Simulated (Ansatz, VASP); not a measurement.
**Two plane-wave programs on Sb**

```
Sb
1.0
     0.00000    2.24481    2.24481
     2.24481    0.00000    2.24481
     2.24481    2.24481    0.00000
Sb
1
Direct
  0.00000 0.00000 0.00000
```

Alike in both runs: task single point; functional LDA; k mesh 13 × 13 × 13; occupations fermi-dirac, width 0.1 eV; no spin polarisation.

|  | VASP | Ansatz |
| --- | --- | --- |
| version | VASP 6.6.1 | Ansatz 0.2.0 |
| potentials or method | VASP PAW LDA potentials, release 64 (Sb), cutoff 520 eV | plane waves (420 eV) with PAW, scalar-relativistic |
| valence electrons in the cell | 5 | 15 |

|  | VASP | Ansatz | Ansatz less VASP |
| --- | --- | --- | --- |
| pressure (GPa) | 12.3 | 11.9 | -0.39 |

Ansatz warns that its potentials were made for another functional, while VASP's fit it. LDA's correlation is that of Perdew and Zunger in VASP and of Perdew and Wang (1992) in Ansatz. VASP's potentials hold 5 valence electrons a cell and Ansatz's 15, so a difference there can come from the potentials and not from the codes.

Spin-orbit coupling is off throughout.
